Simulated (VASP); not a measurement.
# Al12C in VASP: further runs, part 2 of 2

VASP 6.6.1.

**3. Single point, PBE**

File INCAR:

```
PREC = Accurate ; ENCUT = 520
EDIFF = 1E-6 ; ISMEAR = 0
SIGMA = 0.1 ; LREAL = F
LASPH = T ; NELM = 80
ALGO = Normal ; ISIF = 2
LWAVE = F ; LCHARG = F
LDIPOL = T ; IDIPOL = 3
DIPOL = 0.5 0.5 0.325 ; GGA = PE
NBANDS = 32
```

File KPOINTS:

```
Automatic mesh
0
Gamma
  5 5 1
```

File POSCAR:

```
Al12C
1.0
    5.7143028096      0.0000000000      0.0000000000
    0.0000000000      5.7143028096      0.0000000000
    0.0000000000      0.0000000000     19.6750228481
Al C
12 1
Direct
    0.2500000000      0.2500000000      0.2033034488
    0.2500000000      0.7500000000      0.2033034488
    0.7500000000      0.2500000000      0.2033034488
    0.7500000000      0.7500000000      0.2033034488
    0.0000000000      0.0000000000      0.3092772432
    0.0000000000      0.5000000000      0.3092772432
    0.5000000000      0.0000000000      0.3092772432
    0.5000000000      0.5000000000      0.3092772432
    0.2500000000      0.2500000000      0.4155025847
    0.2500000000      0.7500000000      0.4155025847
    0.7500000000      0.2500000000      0.4155025847
    0.7500000000      0.7500000000      0.4155025847
    0.2500000000      0.3333333333      0.5090226992
```

Potentials or basis: VASP PAW PBE potentials, release 64 (Al, C).

On the command line:

```sh
> cat potpaw_PBE.64/Al/POTCAR potpaw_PBE.64/C/POTCAR > POTCAR
> mpirun -np 1 vasp_std > vasp.out
```

It took 3.2 min on 1 thread of Intel Xeon 6975P-C (Granite Rapids), shared host; peak memory 0.63 GiB.

Results (log left out):

```
Free energy            : -45.3645 eV
Largest force          : 1.059 eV/Å
Band gap on the k mesh : zero (band 20 reaches -0.50 eV, above the bottom of band 21 at -1.28 eV)
```

Forces in eV/Å, atoms in the order of the input:
```
Al   0.000 -0.006 -0.040
Al   0.000  0.066 -0.019
Al   0.000  0.100 -0.056
Al   0.000 -0.075  0.068
Al   0.019  0.017  0.048
Al   0.009 -0.018 -0.003
Al  -0.019  0.017  0.048
Al  -0.009 -0.018 -0.003
Al   0.000 -0.392 -0.984
Al   0.000 -0.552  0.549
Al   0.000  0.051  0.363
Al   0.000  0.038  0.018
C    0.000  0.773  0.010
```

Levels at points of the mesh, in eV from the Fermi level:
```csv
k point,band 16,band 17,band 18,band 19,band 20,band 21,band 22,band 23,band 24,band 25
"(0.00, 0.00, 0.00)",-1.08,-0.86,-0.69,-0.68,-0.51,-0.33,0.04,0.05,0.48,1.09
```

**4. Single point, PBE**

File INCAR:

```
SYSTEM = Al12C
PREC = Accurate
ENCUT = 520
EDIFF = 1E-6
ISMEAR = 0
SIGMA = 0.1
LREAL = .FALSE.
LASPH = .TRUE.
NELM = 60
ALGO = Normal
ISIF = 2
LWAVE = .FALSE.
LCHARG = .FALSE.
LDIPOL = .TRUE.
IDIPOL = 3
DIPOL = 0.5 0.5 0.320
GGA = PE
NBANDS = 32
```

File KPOINTS:

```
Automatic mesh
0
G
  5 5 1
  0 0 0
```

POSCAR, as its differences from that of step 3:

```diff
@@ -20,2 +20,2 @@
     0.7500000000      0.7500000000      0.4155025847
-    0.2500000000      0.3333333333      0.5090226992
+    0.4166666667      0.5000000000      0.4498166209
```

Potentials or basis: VASP PAW PBE potentials, release 64 (Al, C).

On the command line:

```sh
> cat potpaw_PBE.64/Al/POTCAR potpaw_PBE.64/C/POTCAR > POTCAR
> mpirun -np 1 vasp_std > vasp.out
```

OUTCAR:

```text
SYSTEM = Al12C
   PREC = Accurate
   ENCUT = 520
   EDIFF = 1E-6
   ISMEAR = 0
   LREAL = .FALSE.
   LASPH = .TRUE.
   NELM = 60
   ISIF = 2
   GGA = PE

 ion  position               nearest neighbor table
   1  0.250  0.250  0.203-   2 2.86   3 2.86   2 2.86   3 2.86   7 2.90   8 2.90   5 2.90   6 2.90

   2  0.250  0.750  0.203-   1 2.86   4 2.86   1 2.86   4 2.86   7 2.90   8 2.90   5 2.90   6 2.90

   3  0.750  0.250  0.203-   1 2.86   4 2.86   4 2.86   1 2.86   7 2.90   8 2.90   5 2.90   6 2.90
[... 4 lines left out ...]
                            11 2.91  12 2.91   9 2.91  10 2.91
   6  0.000  0.500  0.309-   5 2.86   8 2.86   5 2.86   8 2.86   1 2.90   2 2.90   3 2.90   4 2.90
                            11 2.91  12 2.91   9 2.91  10 2.91
[... 548 lines left out ...]
     0.000000000  5.714302810  0.000000000     0.000000000  0.174999476  0.000000000
     0.000000000  0.000000000 19.675022848     0.000000000  0.000000000  0.050825862

 POSITION                                       TOTAL-FORCE (eV/Angst)
 -----------------------------------------------------------------------------------
      1.42858      1.42858      4.00000        -0.083804     -0.090795      0.191702
      1.42858      4.28573      4.00000        -0.083804      0.090795      0.191702
      4.28573      1.42858      4.00000         0.082532     -0.112265      0.050394
      4.28573      4.28573      4.00000         0.082532      0.112265      0.050394
      0.00000      0.00000      6.08504        -0.002089      0.000000     -0.301534
      0.00000      2.85715      6.08504        -0.366985      0.000000     -0.200899
      2.85715      0.00000      6.08504         0.162741      0.000000     -0.066594
      2.85715      2.85715      6.08504         0.087679      0.000000      0.105934
      1.42858      1.42858      8.17502        -1.382834     -1.797852     -0.315815
      1.42858      4.28573      8.17502        -1.382834      1.797852     -0.315815
      4.28573      1.42858      8.17502        -0.252539      0.015915      0.304945
      4.28573      4.28573      8.17502        -0.252539     -0.015915      0.304945
      2.38096      2.85715      8.85015         3.391945      0.000000      0.000640
 -----------------------------------------------------------------------------------
    total drift:                               -0.000054      0.000000     -0.000099

  FREE ENERGIE OF THE ION-ELECTRON SYSTEM (eV)
  ---------------------------------------------------
  free  energy   TOTEN  =       -48.1161352035 eV

  energy  without entropy=      -48.0995248101  energy(sigma->0) =      -48.10783001

 vacuum level on the upper side and lower side of the slab         4.154         3.825
```

OSZICAR:

```text
N       E                     dE             d eps       ncg     rms          rms(c)
DAV:   1     0.150109368030E+03    0.15011E+03   -0.12042E+04   576   0.877E+02
DAV:   2    -0.333871177574E+02   -0.18350E+03   -0.17718E+03   776   0.157E+02
DAV:   3    -0.523669227951E+02   -0.18980E+02   -0.18320E+02   920   0.438E+01
[... 16 lines left out ...]
DAV:  20    -0.481160502235E+02   -0.21195E-03   -0.24989E-05   608   0.101E-02    0.118E-03
DAV:  21    -0.481161161748E+02   -0.65951E-04   -0.76191E-06   656   0.522E-03    0.634E-04
DAV:  22    -0.481161304092E+02   -0.14234E-04   -0.11336E-06   560   0.243E-03    0.268E-04
DAV:  23    -0.481161347411E+02   -0.43319E-05   -0.38102E-07   544   0.139E-03    0.165E-04
DAV:  24    -0.481161352035E+02   -0.46242E-06   -0.37590E-08   448   0.669E-04
   1 F= -.48116135E+02 E0= -.48107830E+02  d E =-.166104E-01
```

It took 2.9 min on 1 thread of Intel Xeon 6975P-C (Granite Rapids), shared host; peak memory 0.61 GiB.

What came out:

- Free energy: -48.1161 eV
- Largest force: 3.392 eV/Å
- Band gap on the k mesh: zero (band 20 reaches -0.17 eV, above the bottom of band 21 at -0.77 eV)

Forces in eV/Å, atoms in the order of the input:
```
Al  -0.084 -0.091  0.192
Al  -0.084  0.091  0.192
Al   0.083 -0.112  0.050
Al   0.083  0.112  0.050
Al  -0.002  0.000 -0.302
Al  -0.367  0.000 -0.201
Al   0.163  0.000 -0.067
Al   0.088  0.000  0.106
Al  -1.383 -1.798 -0.316
Al  -1.383  1.798 -0.316
Al  -0.253  0.016  0.305
Al  -0.253 -0.016  0.305
C    3.392  0.000  0.001
```

**5. Single point, PBE**

File INCAR:

```
SYSTEM = Al12C
PREC = Accurate ; ENCUT = 520
EDIFF = 1E-6 ; ISMEAR = 0
SIGMA = 0.1 ; LREAL = .FALSE.
LASPH = .TRUE. ; NELM = 100
ALGO = Normal ; ISIF = 2
LWAVE = .FALSE. ; LCHARG = .TRUE.
LDIPOL = .TRUE. ; IDIPOL = 3
DIPOL = 0.5 0.5 0.322 ; GGA = PE
LELF = .TRUE. ; LVHAR = .TRUE.
LVACPOTAV = .TRUE. ; NBANDS = 32
```

KPOINTS is that of step 4.

POSCAR, as its differences from that of step 4:

```diff
@@ -20,2 +20,2 @@
     0.7500000000      0.7500000000      0.4155025847
-    0.4166666667      0.5000000000      0.4498166209
+    0.3333333333      0.5000000000      0.4742690624
```

On the command line:

```sh
> cat potpaw_PBE.64/Al/POTCAR potpaw_PBE.64/C/POTCAR > POTCAR
> mpirun -np 1 vasp_std > vasp.out
```

It took 3 min on 1 thread of Intel Xeon 6975P-C (Granite Rapids), shared host; peak memory 0.61 GiB.

The run converged. Its results:

* Free energy: -47.0993 eV
* Largest force: 1.181 eV/Å
* Band gap on the k mesh: zero (band 20 reaches -0.30 eV, above the bottom of band 21 at -0.97 eV)

Forces on the atoms (eV/Å):
```
Al  -0.031 -0.096  0.114
Al  -0.031  0.096  0.114
Al   0.043  0.055 -0.085
Al   0.043 -0.055 -0.085
Al  -0.082  0.000 -0.037
Al  -0.311  0.000 -0.093
Al   0.141  0.000  0.140
Al   0.153  0.000 -0.073
Al  -0.413 -0.864 -0.102
Al  -0.413  0.864 -0.102
Al  -0.140 -0.078  0.093
Al  -0.140  0.078  0.093
C    1.181  0.000  0.025
```

Levels at points of the mesh, in eV from the Fermi level:
| k point | band 17 | band 18 | band 19 | band 20 | band 21 | band 22 | band 23 | band 24 |
| --- | --- | --- | --- | --- | --- | --- | --- | --- |
| (0.00, 0.00, 0.00) | -1.27 | -0.82 | -0.66 | -0.47 | -0.34 | -0.18 | -0.07 | 0.30 |
